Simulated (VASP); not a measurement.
A run of VASP 6.6.1 is set up as follows.

The input INCAR:

```
  PREC = Accurate
  ENCUT = 520
  EDIFF = 1E-7
  ISMEAR = 0
  SIGMA = 0.02
  LREAL = False
  LASPH = True
  NELM = 100
  ALGO = Normal
  ISIF = 2
  LWAVE = False
  LCHARG = True
  GGA = PE
  LELF = True
  LVHAR = True
  NBANDS = 42
```

File KPOINTS:

```
Automatic mesh
0
Gamma
  8 8 8
```

The input POSCAR:

```
CaO
1.0
   -4.1208296490      4.1208296490      2.4343300975
    4.1208296490     -4.1208296490      2.4343300975
    4.1208296490      4.1208296490     -2.4343300975
Ca O
4 4
Direct
    0.8536911797      0.3536911797      0.2073823595
    0.1463088203      0.6463088203      0.7926176405
    0.3536911797      0.1463088203      0.5000000000
    0.6463088203      0.8536911797      0.5000000000
    0.8545906290      0.6454093710      0.5000000000
    0.1454093710      0.3545906290      0.5000000000
    0.3545906290      0.8545906290      0.2091812581
    0.6454093710      0.1454093710      0.7908187419
```

Potentials or basis: VASP PAW PBE potentials, release 64 (Ca_sv, O).

Run with:

```console
$ cat potpaw_PBE.64/Ca_sv/POTCAR potpaw_PBE.64/O/POTCAR > POTCAR
$ mpirun -np 1 vasp_std > vasp.out
```

Problem. Predict the pressure.

Solution. -5.3 GPa.

Problem. What does it give for the band gap on the k mesh?

Solution. 2.30 eV, direct.

Forces on the atoms (eV/Å):
```
Ca  -0.012 -0.012  0.000
Ca   0.012  0.012  0.000
Ca   0.012 -0.012  0.000
Ca  -0.012  0.012  0.000
O    0.007 -0.007  0.000
O   -0.007  0.007  0.000
O   -0.007 -0.007  0.000
O    0.007  0.007  0.000
```

 A k mesh can miss the band edges.
